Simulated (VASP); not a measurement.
Write the native input for VASP 6.6.1 that does the following.

```
Task                   : single point
Functional             : r2SCAN
Potentials or basis    : VASP PAW PBE potentials, release 64 (Sn_d, O)
Cutoff                 : 520 eV
k mesh                 : 6 × 6 × 8
Occupations            : gaussian, width 0.05 eV
Spin                   : no spin polarisation
Dipole correction      : no
Further INCAR settings : ALGO = Normal; EDIFF = 1e-07; NBANDS = 35
```

Crystal: SnO2.

```xyz
6
Lattice="4.6170 0.0000 0.0000 0.0000 4.6173 0.0000 0.0000 0.0000 3.2007" Properties=species:S:1:pos:R:3 pbc="T T T"
Sn    2.3085    2.3086    1.6004
Sn    0.0000    0.0000    0.0000
O     1.4122    1.4127    0.0000
O     3.7207    0.8959    1.6004
O     0.8963    3.7213    1.6004
O     3.2048    3.2046    0.0000
```

This cell differs from its parent crystal: strain -0.030 along x and y, +0.000 along z.

The input as run:

POSCAR

```
SnO2
1.0
    4.6170235687      0.0000000000      0.0000000000
    0.0000000000      4.6172558849      0.0000000000
    0.0000000000      0.0000000000      3.2007107582
Sn O
2 4
Direct
    0.5000000000      0.5000000000      0.5000000000
    0.0000000000      0.0000000000      0.0000000000
    0.3058623571      0.3059582263      0.0000000000
    0.8058623571      0.1940417737      0.5000000000
    0.1941376429      0.8059582263      0.5000000000
    0.6941376429      0.6940417737      0.0000000000
```

INCAR.step1

```
  PREC = Accurate
  ENCUT = 520
  ISMEAR = 0
  SIGMA = 0.05
  LREAL = False
  LASPH = True
  NELM = 60
  NBANDS = 35
  GGA = PE
  ALGO = Normal
  EDIFF = 1E-4
  LWAVE = True
  LCHARG = False
```

INCAR.step2

```
  PREC = Accurate
  ENCUT = 520
  EDIFF = 1E-7
  ISMEAR = 0
  SIGMA = 0.05
  LREAL = False
  LASPH = True
  NELM = 60
  ALGO = Normal
  ISIF = 2
  LWAVE = False
  LCHARG = False
  METAGGA = R2SCAN
  LMIXTAU = True
  NBANDS = 35
  ISTART = 1
```

KPOINTS

```
Automatic mesh
0
Gamma
  6 6 8
```

Potentials or basis: VASP PAW PBE potentials, release 64 (Sn_d, O).

The run is started by

```console
$ cat potpaw_PBE.64/Sn_d/POTCAR potpaw_PBE.64/O/POTCAR > POTCAR
$ cp INCAR.step1 INCAR
$ mpirun -np 1 vasp_std > vasp.out
$ cp INCAR.step2 INCAR
$ mpirun -np 1 vasp_std > vasp.out
```

It gave:

* Pressure: 15.3 GPa
* Largest force: 0.039 eV/Å
* Band gap on the k mesh: 2.47 eV

Caveat: the cell differs from its parent crystal (strain -0.030 along x and y, +0.000 along z); the cell stands under pressure; the PAW data sets were made with another functional, which shifts forces and pressure a little; spin-orbit coupling is left out, which moves the levels of the heavy elements.

Wall time 4.2 min on 1 thread of Intel(R) Xeon(R) 6975P-C (Granite Rapids), with other jobs on the host, peak memory 0.28 GiB.
